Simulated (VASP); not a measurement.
# Co3Bi (Fm-3m) in VASP: single point with PBE

Aim: the single point of Co3Bi with PBE.

Everything below comes from runs of VASP 6.6.1. Logs are shortened: lines on timing, memory, paths and dates and some standing lists are left out, and cuts for length are marked.

### 1 The cell of the first run

Symmetry: Fm-3m, No. 225, cubic system. Conventional cell: a = 6.123 Å, b = 6.123 Å, c = 6.123 Å, α = 90.00°, β = 90.00°, γ = 90.00°. Within 3.5 Å of Co (site symmetry -43m) lie 10 Co at 2.65 to 3.06 Å and 4 Bi at 2.65 Å. Co (site symmetry m-3m) has 8 Co at 2.65 Å and 6 Bi at 3.06 Å within 3.5 Å. Bi (site symmetry m-3m) has 14 Co at 2.65 to 3.06 Å within 3.5 Å.

### 2 Single point, PBE, collinear spin, ferromagnetic start

The input, INCAR:

```
  PREC = Accurate
  ENCUT = 520
  EDIFF = 1E-6
  ISMEAR = 0
  SIGMA = 0.1
  LREAL = F
  LASPH = T
  NELM = 150
  ALGO = Normal
  ISIF = 2
  LWAVE = F
  LCHARG = F
  ISPIN = 2
  MAGMOM = 1.58 1.58 1.83 0
  LORBIT = 11
  LMAXMIX = 4
  GGA = PE
  NBANDS = 33
```

The input, KPOINTS:

```
Automatic mesh
0
Gamma
  12 12 12
```

The input, POSCAR:

```
Co3Bi
1.0
    0.0000000000      3.0616054462      3.0616054462
    3.0616054462      0.0000000000      3.0616054462
    3.0616054462      3.0616054462      0.0000000000
Co Bi
3 1
Direct
    0.2500000000      0.2500000000      0.2500000000
    0.7500000000      0.7500000000      0.7500000000
    0.5000000000      0.5000000000      0.5000000000
    0.0000000000      0.0000000000      0.0000000000
```

Potentials or basis: VASP PAW PBE potentials, release 64 (Co, Bi_d).

Started as:

```console
$ cat potpaw_PBE.64/Co/POTCAR potpaw_PBE.64/Bi_d/POTCAR > POTCAR
$ mpirun -np 1 vasp_std > vasp.out
```

OUTCAR:

```text
PREC = Accurate
   ENCUT = 520
   EDIFF = 1E-6
   ISMEAR = 0
   LREAL = F
   LASPH = T
   NELM = 150
   ISIF = 2
   ISPIN = 2
   LORBIT = 11
   GGA = PE

 ion  position               nearest neighbor table
   1  0.250  0.250  0.250-   4 2.65   4 2.65   4 2.65   3 2.65   4 2.65   3 2.65   3 2.65   3 2.65
                             2 3.06   2 3.06   2 3.06   2 3.06   2 3.06   2 3.06
   2  0.750  0.750  0.750-   3 2.65   3 2.65   3 2.65   3 2.65   4 2.65   4 2.65   4 2.65   4 2.65
                             1 3.06   1 3.06   1 3.06   1 3.06   1 3.06   1 3.06
   3  0.500  0.500  0.500-   1 2.65   1 2.65   1 2.65   1 2.65   2 2.65   2 2.65   2 2.65   2 2.65
                             4 3.06   4 3.06   4 3.06   4 3.06   4 3.06   4 3.06
   4  0.000  0.000  0.000-   2 2.65   2 2.65   2 2.65   1 2.65   2 2.65   1 2.65   1 2.65   1 2.65
                             3 3.06   3 3.06   3 3.06   3 3.06   3 3.06   3 3.06

  LATTYP: Found a face centered cubic cell.
 ALAT       =     6.1232108924

  Lattice vectors:

 A1 = (   0.0000000000,   3.0616054462,   3.0616054462)
 A2 = (   3.0616054462,   0.0000000000,   3.0616054462)
 A3 = (   3.0616054462,   3.0616054462,   0.0000000000)

Analysis of symmetry for initial positions (statically):
=====================================================================
 Subroutine PRICEL returns:
 Original cell was already a primitive cell.

 Routine SETGRP: Setting up the symmetry group for a
 face centered cubic supercell.

 Subroutine GETGRP returns: Found 48 space group operations
 (whereof 48 operations were pure point group operations)
 out of a pool of 48 trial point group operations.

The static configuration has the point symmetry O_h .

Analysis of symmetry for dynamics (positions and initial velocities):
=====================================================================
 Subroutine PRICEL returns:
 Original cell was already a primitive cell.

 Routine SETGRP: Setting up the symmetry group for a
 face centered cubic supercell.

 Subroutine GETGRP returns: Found 48 space group operations
 (whereof 48 operations were pure point group operations)
 out of a pool of 48 trial point group operations.

The dynamic configuration has the point symmetry O_h .

Analysis of structural, dynamic, and magnetic symmetry:
=====================================================================
 Subroutine PRICEL returns:
 Original cell was already a primitive cell.

 Routine SETGRP: Setting up the symmetry group for a
 face centered cubic supercell.

 Subroutine GETGRP returns: Found 48 space group operations
 (whereof 48 operations were pure point group operations)
 out of a pool of 48 trial point group operations.

The overall configuration has the point symmetry O_h .

 Subroutine INISYM returns: Found 48 space group operations
 (whereof 48 operations are pure point group operations),
 and found     1 'primitive' translations

----------------------------------------------------------------------------------------

                                     Primitive cell

  volume of cell :      57.3955

  direct lattice vectors                    reciprocal lattice vectors
     0.000000000  3.061605446  3.061605446    -0.163313010  0.163313010  0.163313010
     3.061605446  0.000000000  3.061605446     0.163313010 -0.163313010  0.163313010
     3.061605446  3.061605446  0.000000000     0.163313010  0.163313010 -0.163313010

  length of vectors
     4.329763945  4.329763945  4.329763945     0.282866430  0.282866430  0.282866430

  position of ions in fractional coordinates (direct lattice)
     0.250000000  0.250000000  0.250000000
     0.750000000  0.750000000  0.750000000
     0.500000000  0.500000000  0.500000000
     0.000000000  0.000000000  0.000000000

  ion indices of the primitive-cell ions
   primitive index   ion index
                 1           1
                 2           2
                 3           3
                 4           4

----------------------------------------------------------------------------------------

 KPOINTS: Automatic mesh

Automatic generation of k-mesh.
 Grid dimensions read from file:
 generate k-points for:   12   12   12

 Generating k-lattice:

  Cartesian coordinates                     Fractional coordinates (reciprocal lattice)
    -0.013609417  0.013609417  0.013609417     0.083333333  0.000000000  0.000000000
     0.013609417 -0.013609417  0.013609417     0.000000000  0.083333333  0.000000000
     0.013609417  0.013609417 -0.013609417     0.000000000  0.000000000  0.083333333

  Length of vectors
     0.023572203  0.023572203  0.023572203

  Shift w.r.t. Gamma in fractional coordinates (k-lattice)
     0.000000000  0.000000000  0.000000000

 Subroutine IBZKPT returns following result:
 ===========================================

 Found     72 irreducible k-points:

 Following reciprocal coordinates:
            Coordinates               Weight
  0.000000  0.000000  0.000000      1.000000
  0.083333  0.000000  0.000000      8.000000
  0.166667  0.000000  0.000000      8.000000
  0.250000  0.000000  0.000000      8.000000
  0.333333  0.000000  0.000000      8.000000
  0.416667  0.000000  0.000000      8.000000
[... 16 lines left out ...]
  0.500000  0.166667  0.000000     24.000000
 -0.416667  0.166667  0.000000     24.000000
 [... further k-points ...]
   k-points           NKPTS =     72   k-points in BZ     NKDIM =     72   number of bands    NBANDS=     33
   number of dos      NEDOS =    301   number of ions     NIONS =      4
   total plane-waves  NPLWV =  32768
   dimension x,y,z NGX =    32 NGY =   32 NGZ =   32
   dimension x,y,z NGXF=    64 NGYF=   64 NGZF=   64
   ions per type =               3   1
   NGX,Y,Z   is equivalent  to a cutoff of  12.29, 12.29, 12.29 a.u.
   NGXF,Y,Z  is equivalent  to a cutoff of  24.57, 24.57, 24.57 a.u.
 SYSTEM =  unknown system
   PREC   = accura    normal or accurate (medium, high low for compatibility)
   ISTART =      0    job   : 0-new  1-cont  2-samecut
   ICHARG =      2    charge: 1-file 2-atom 10-const
   ISPIN  =      2    spin polarized calculation?
   LNONCOLLINEAR =      F non collinear calculations
   LSORBIT =      F    spin-orbit coupling
   LASPH  =      T    aspherical Exc in radial PAW
   ENCUT  =  520.0 eV  38.22 Ry    6.18 a.u.   8.05  8.05  8.05*2*pi/ulx,y,z
   NELM   =    150;   NELMIN=  2; NELMDL= -5     # of ELM steps
   EDIFF  = 0.1E-05   stopping-criterion for ELM
   LREAL  =      F    real-space projection
   EDIFFG = 0.1E-04   stopping-criterion for IOM
   NSW    =      0    number of steps for IOM
   IBRION =     -1    ionic relax: 0-MD 1-quasi-New 2-CG
   NFREE  =      0    steps in history (QN), initial steepest desc. (CG)
   ISIF   =      2    stress and relaxation
   ISYM   =      2    0-nonsym 1-usesym 2-fastsym
   POTIM  = 0.5000    time-step for ionic-motion
   TEBEG  =    0.0;   TEEND  =   0.0 temperature during run
   PSTRESS=    0.0 pullay stress
   NELECT =      42.0000    total number of electrons
   NUPDOWN=      -1.0000    fix difference up-down
   EMIN   =  10.00;   EMAX   =-10.00  energy-range for DOS
   EFERMI =   0.00;   METHOD = LEGACY
   ISMEAR =     0;   SIGMA  =   0.10  broadening in eV -4-tet -1-fermi 0-gaus
   EFERMI_NEDOS =   21; number of points for ismear=-14 and -15
   IALGO  =     38    algorithm
   IMIX   =      4    mixing-type and parameters
     AMIX     =   0.40;   BMIX     =  1.00
     AMIX_MAG =   1.60;   BMIX_MAG =  1.00
  volume/ion in A,a.u.               =      14.35        96.83
  Fermi-wavevector in a.u.,A,eV,Ry     =   1.475249  2.787817 29.611176  2.176360
  Thomas-Fermi vector in A             =   2.589921
   LORBIT       =     11    0 simple, 1 ext, 2 COOP (PROOUT), +10 PAW based schemes
   GGA     = PE    functional components
   LHFCALC =     F    Hartree Fock is set to
   AEXX    =    0.0000 exact exchange contribution
   IVDW    =     0    specifies the selected vdW correction
   LEPSILON=     F    determine dielectric tensor
   LRPA    =     F    only Hartree local field effects (RPA)
 spin polarized calculation
 Gauss-broadening in eV      SIGMA  =   0.10
  energy-cutoff  :      520.00
  volume of cell :       57.40
 maximum number of plane-waves:      1572
   NGX = 17   NGY = 17   NGZ = 17

 number of electron      41.9999976 magnetization       4.2404785

 Free energy of the ion-electron system (eV)
  ---------------------------------------------------
  ext. energy  EPLUGINS =         0.00000000
  ---------------------------------------------------
  free energy    TOTEN  =       -23.22462791 eV

  energy without entropy =      -23.21044684  energy(sigma->0) =      -23.21753738

 E-fermi :  10.6957     XC(G=0): -12.5767

 val. band max:       10.6903371809   @ k =   0.2500   0.0833   0.0000
 cond. band min:      10.6971031239   @ k =  -0.1667   0.1667   0.0000
 fundamental gap:      0.0067659430
 Fermi energy:        10.6957380368

 spin component 1

 k-point     1 :       0.0000    0.0000    0.0000
  band No.  band energies     occupation
      1     -12.3698      1.00000
      2     -12.3698      1.00000
      3     -12.3698      1.00000
      4     -12.3068      1.00000
      5     -12.3068      1.00000
      6      -2.6750      1.00000
[... 853 lines left out ...]
     32      23.3827      0.00000
     33      23.6071      0.00000

 [... further k-points ...]

 spin component 2

 k-point     1 :       0.0000    0.0000    0.0000
  band No.  band energies     occupation
      1     -12.3661      1.00000
      2     -12.3661      1.00000
      3     -12.3661      1.00000
      4     -12.3027      1.00000
      5     -12.3027      1.00000
      6      -2.6760      1.00000
[... 853 lines left out ...]
     32      23.4852      0.00000
     33      23.8217      0.00000

 [... further k-points ...]
[... 5 lines left out ...]
  --------------------------------------------------------------------------------------
  -------------------------------------------------------------------------------------
  Total       -0.0582771     -0.0582771     -0.0582771      0.0000000      0.0000000     -0.0000000
  in kB       -1.6267881     -1.6267881     -1.6267881      0.0000000      0.0000000     -0.0000000
  external PRESSURE =      -1.6267881 kB  Pullay stress =       0.0000000 kB

 VOLUME and BASIS-vectors are now :
 -----------------------------------------------------------------------------
  energy-cutoff  :      520.00
  volume of cell :       57.40
      direct lattice vectors                 reciprocal lattice vectors
     0.000000000  3.061605446  3.061605446    -0.163313010  0.163313010  0.163313010
     3.061605446  0.000000000  3.061605446     0.163313010 -0.163313010  0.163313010
     3.061605446  3.061605446  0.000000000     0.163313010  0.163313010 -0.163313010

 POSITION                                       TOTAL-FORCE (eV/Angst)
 -----------------------------------------------------------------------------------
      1.53080      1.53080      1.53080         0.000000     -0.000000     -0.000000
      4.59241      4.59241      4.59241        -0.000000      0.000000      0.000000
      3.06161      3.06161      3.06161         0.000000      0.000000      0.000000
      0.00000      0.00000      0.00000         0.000000      0.000000     -0.000000
 -----------------------------------------------------------------------------------
    total drift:                                0.000000     -0.000000      0.000000

  FREE ENERGIE OF THE ION-ELECTRON SYSTEM (eV)
  ---------------------------------------------------
  free  energy   TOTEN  =       -23.2246279130 eV

  energy  without entropy=      -23.2104468398  energy(sigma->0) =      -23.21753738

 total charge

# of ion       s       p       d       tot
------------------------------------------
    1        0.376   0.383   7.400   8.159
    2        0.376   0.383   7.400   8.159
    3        0.378   0.349   7.297   8.024
    4        1.422   1.550  10.031  13.003
--------------------------------------------------
tot          2.552   2.664  32.129  37.345

 magnetization (x)

# of ion       s       p       d       tot
------------------------------------------
    1        0.009  -0.010   1.376   1.376
    2        0.009  -0.010   1.376   1.376
    3        0.003  -0.008   1.593   1.589
    4        0.024  -0.006  -0.017   0.001
--------------------------------------------------
tot          0.045  -0.033   4.329   4.341
```

Run time: 1.8 min. Hardware: 1 thread of Intel Xeon 6975P-C (Granite Rapids), shared host; peak memory 0.34 GiB.

What came out:

| Quantity | Value |
| --- | --- |
| Free energy | -23.2246 eV |
| Pressure | -0.2 GPa |
| Net moment | 4.24 μB per cell |
| Site moments | Co +1.38, +1.59 (each value once); Bi +0.00 μB |
| Valence electrons inside the program's atomic spheres | Co 8.16, 8.02 (each value once); Bi 13.00 |

Levels at points of the mesh, in eV from the Fermi level:
Spin up:
```csv
k point,band 20,band 21,band 22,band 23,band 24,band 25,band 26,band 27
"(0.00, 0.00, 0.00)",-1.22,-1.22,-0.40,2.46,2.46,2.46,4.40,4.40
"(0.50, 0.00, 0.00)",-1.28,-1.23,-1.23,1.07,1.84,1.84,3.33,3.33
"(0.50, 0.50, 0.00)",-1.61,-1.36,-1.32,-1.18,-1.18,1.26,2.79,9.68
```
Spin down:
```tsv
k point	band 17	band 18	band 19	band 20	band 21	band 22
(0.00, 0.00, 0.00)	-0.25	-0.25	0.05	0.05	0.35	0.35
(0.50, 0.00, 0.00)	-0.87	-0.12	-0.12	0.23	0.23	0.36
(0.50, 0.50, 0.00)	-0.83	-0.57	-0.40	0.20	0.31	0.44
```

Caveat: spin-orbit coupling is left out, which moves the levels of the heavy elements.
